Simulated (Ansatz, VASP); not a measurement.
Zr: VASP beside Ansatz

INCAR

```
SYSTEM = Zr
PREC     = Accurate       ! precision mode
ENCUT    = 520            ! plane-wave cutoff, eV
EDIFF    = 1E-6           ! SCF threshold, eV
ISMEAR   = -1             ! smearing method
SIGMA    = 0.1            ! smearing width, eV
LREAL    = .False.        ! projectors in reciprocal space
LASPH    = .True.         ! aspherical terms in the spheres
NELM     = 60             ! most SCF steps
ALGO     = Normal         ! electronic algorithm
ISIF     = 2              ! what is computed and relaxed
LWAVE    = .False.        ! write WAVECAR
LCHARG   = .False.        ! write CHGCAR
GGA      = PS             ! functional
NBANDS   = 12             ! bands
```

The input KPOINTS:

```
Automatic mesh
0
Gamma
  13 13 13
  0 0 0
```

File POSCAR:

```
Zr
1.0
    2.5258981026      0.0000000000      0.0000000000
    0.0000000000      2.5258981026      0.0000000000
    0.0000000000      0.0000000000      2.5258981026
Zr
1
Direct
    0.0000000000      0.0000000000      0.0000000000
```

Input for Ansatz:

```yaml
crystal:
  lattice:
    - [2.5258981026, 0.0, 0.0]
    - [0.0, 2.5258981026, 0.0]
    - [0.0, 0.0, 2.5258981026]
  atoms:
    - { symbol: Zr, position: [0.0, 0.0, 0.0] }
kpoints:
  mp_grid: { grid: [13, 13, 13] }
scf:
  occupations: { method: fermi_dirac, width: 0.1 }
hamiltonian:
  xc: pbesol
  pseudopotentials: { kind: all_electron, lapw: { basis_error: 0.001 } }
output:
  forces: true
  stress: true
  eigenvalues: true
  populations: true
```

Change from the starting cell: volume scaled by 0.68, LAPW.

Alike in both runs: task single point; functional PBEsol; k mesh 13 × 13 × 13; occupations fermi-dirac, width 0.1 eV; no spin polarisation.

|  | VASP | Ansatz |
| --- | --- | --- |
| version | VASP 6.6.1 | Ansatz 0.2.0 |
| potentials or method | VASP PAW PBE potentials, release 64 (Zr_sv), cutoff 520 eV | all-electron LAPW, scalar-relativistic |

```csv
,VASP,Ansatz,Ansatz less VASP
pressure (GPa),57.6,56.9,-0.64
```

VASP's potentials were made for PBE, not for PBEsol. Both programs put the cell under a high pressure, so it lies far from rest at this level. Ansatz ran all-electron here, and VASP with PAW potentials.
